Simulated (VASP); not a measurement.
TaN, 2 atoms in the cell. It takes space group Fm-3m (No. 225, cubic). The conventional cell has a = 4.417 Å, b = 4.417 Å, c = 4.417 Å, α = 90.00°, β = 90.00°, γ = 90.00°. Ta (site symmetry m-3m) has 6 N at 2.21 Å within 2.9 Å. N (site symmetry m-3m) has 6 Ta at 2.21 Å within 2.9 Å. 

* Program: VASP 6.6.1
* Task: single point
* Functional: r2SCAN
* Potentials or basis: VASP PAW PBE potentials, release 64 (Ta_pv, N)
* Cutoff: 520 eV
* k mesh: 10 × 10 × 10
* Occupations: fermi-dirac, width 0.05 eV
* Spin: no spin polarisation
* Hubbard terms: Ta d U = 5.0 eV
* Dipole correction: no
* Further INCAR settings: ALGO = Normal; EDIFF = 1e-06; NBANDS = 15

Potentials or basis: VASP PAW PBE potentials, release 64 (Ta_pv, N).

The run is started by

```bash
$ cat potpaw_PBE.64/Ta_pv/POTCAR potpaw_PBE.64/N/POTCAR > POTCAR
$ cp INCAR.step1 INCAR
$ mpirun -np 1 vasp_std > vasp.out
$ cp INCAR.step2 INCAR
$ mpirun -np 1 vasp_std > vasp.out
```

Hardware: 1 thread of Intel Xeon 8259CL (shared host).

**Question.** How long does it take, and how much memory?

**Answer.** Run time: 56 s on 1 thread of Intel Xeon 8259CL, with other jobs on the host, peak memory 0.15 GiB. Counts: k points 47.
